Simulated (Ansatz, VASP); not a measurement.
**One calculation of Pb, two programs**

POSCAR

```
Pb
1.0
    0.0000000000      2.4971628562      2.4971628562
    2.4971628562      0.0000000000      2.4971628562
    2.4971628562      2.4971628562      0.0000000000
Pb
1
Direct
    0.0000000000      0.0000000000      0.0000000000
```

INCAR.step1

```
ALGO = Normal ; EDIFF = 1E-4
ENCUT = 520 ; GGA = PE
ISMEAR = 0 ; LASPH = True
LCHARG = False ; LREAL = False
LWAVE = True ; NBANDS = 13
NELM = 80 ; PREC = Accurate
SIGMA = 0.05
```

Contents of INCAR.step2:

```
ALGO = Normal ; EDIFF = 1E-6
ENCUT = 520 ; ISIF = 2
ISMEAR = 0 ; ISTART = 1
LASPH = True ; LCHARG = True
LELF = True ; LMIXTAU = True
LREAL = False ; LVHAR = True
LWAVE = False ; METAGGA = R2SCAN
NBANDS = 13 ; NELM = 80
PREC = Accurate ; SIGMA = 0.05
```

Contents of KPOINTS:

```
k-points
0
Gamma
  14 14 14
```

Input for Ansatz:

```yaml
crystal:
  lattice:
    - [0.0, 2.4971628562, 2.4971628562]
    - [2.4971628562, 0.0, 2.4971628562]
    - [2.4971628562, 2.4971628562, 0.0]
  atoms:
    - { symbol: Pb, position: [0.0, 0.0, 0.0] }
basis:
  ecutwfc: 500
  ecutrho_ratio: 4
kpoints:
  mp_grid: { grid: [14, 14, 14] }
hamiltonian:
  xc: r2scan
scf:
  occupations: { method: gaussian, width: 0.05 }
output:
  forces: true
  stress: true
  eigenvalues: true
```

Alike in both runs: task single point; functional r2SCAN; k mesh 14 × 14 × 14; occupations gaussian, width 0.05 eV; no spin polarisation.

```csv
,VASP,Ansatz
version,VASP 6.6.1,Ansatz 0.2.0
potentials or method,"VASP PAW PBE potentials, release 64 (Pb_d), cutoff 520 eV","scalar-relativistic, plane waves, PAW"
valence electrons in the cell,14,14
```

|  | VASP | Ansatz | Ansatz less VASP |
| --- | --- | --- | --- |
| gap on the k mesh at the Fermi level (eV) | none | none | - |
| pressure (GPa) | 0.0 | 0.0 | +0.01 |

VASP's potentials were made for PBE, not for r2SCAN. A gap of «none» marks a metal or a gap that the smearing closes. The functional is the same, so the differences come from potentials, cutoffs and numerics.

Neither program's run includes spin-orbit coupling.
